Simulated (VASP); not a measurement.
## Hf4F: single point with PBE

Hf4F, a slab with vacuum:

```
Hf F
1.0
     3.20482    0.00000    0.00000
    -1.60241    2.77545    0.00000
     0.00000    0.00000   24.52815
Hf F
4 1
Direct
  0.66667 0.33333 0.16308
  0.33333 0.66667 0.26638
  0.66667 0.33333 0.37330
  0.33333 0.66667 0.47000
  0.11111 0.88889 0.60739
```

* Program: VASP 6.6.1
* Task: single point
* Functional: PBE
* Potentials or basis: VASP PAW PBE potentials, release 64 (Hf_pv, F)
* Cutoff: 640 eV
* k mesh: 9 × 9 × 1
* Occupations: gaussian, width 0.1 eV
* Spin: no spin polarisation
* Dipole correction: yes
* Second try: not_converged
* Further INCAR settings: ALGO = Normal; EDIFF = 1e-06; NBANDS = 32; AMIX = 0.1; BMIX = 0.0001; NELMDL = -8

```
Largest force          : 1.329 eV/Å
Band gap on the k mesh : zero (an odd number of electrons rules out a gap without spin polarisation)
```

Forces on the atoms (eV/Å):
```
Hf  -0.001  0.000  0.721
Hf   0.002 -0.001 -0.730
Hf   0.002 -0.001 -0.035
Hf  -0.020  0.012  1.328
F    0.017 -0.010 -1.285
```

Levels at points of the mesh, in eV from the Fermi level:
| k point | band 21 | band 22 | band 23 | band 24 | band 25 | band 26 | band 27 | band 28 |
| --- | --- | --- | --- | --- | --- | --- | --- | --- |
| (0.00, 0.00, 0.00) | 0.08 | 0.27 | 0.70 | 0.96 | 0.97 | 1.17 | 1.17 | 1.29 |

Run time: 12 min on 4 MPI ranks on Intel(R) Xeon(R) 6975P-C (Granite Rapids), on a shared host, peak memory 0.51 GiB a rank.

Caveat: spin-orbit coupling is left out, which moves the levels of the heavy elements.
